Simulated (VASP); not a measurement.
Crystal: Cl.

```xyz
4
Lattice="3.1252 -2.0072 0.0000 3.1252 2.0072 0.0000 0.0000 0.0000 8.1466" Properties=species:S:1:pos:R:3 pbc="T T T"
Cl    3.1252   -1.5080    4.9489
Cl    3.1252    1.5080    3.1977
Cl    3.1252   -0.4993    0.8756
Cl    3.1252    0.4993    7.2710
```

Base run:

- Program: VASP 6.6.1
- Functional: PBEsol
- Potentials or basis: VASP PAW PBE potentials, release 64 (Cl)
- Cutoff: 520 eV
- k mesh: 6 × 6 × 2
- Occupations: gaussian, width 0.01 eV
- Spin: no spin polarisation

Its results: band gap on the k mesh 2.18 eV; pressure -0.2 GPa; largest force 0.060 eV/Å.

Question: The run is repeated on the same cell with these changes: functional from PBEsol to PBE-based screened hybrid with 15 % exact exchange; k mesh from 6 × 6 × 2 to 4 × 4 × 2. What comes out?

Answer: Band gap on the k mesh 3.03 eV; pressure 1.0 GPa; largest force 0.440 eV/Å.

Several settings changed at once.

Caveats: some runs use coarse meshes; this functional lacks dispersion, which holds the molecules together, so the pressure and a relaxed volume are unreliable; the PAW data sets were made with another functional, which shifts forces and pressure a little.

A k mesh can miss the band edges.
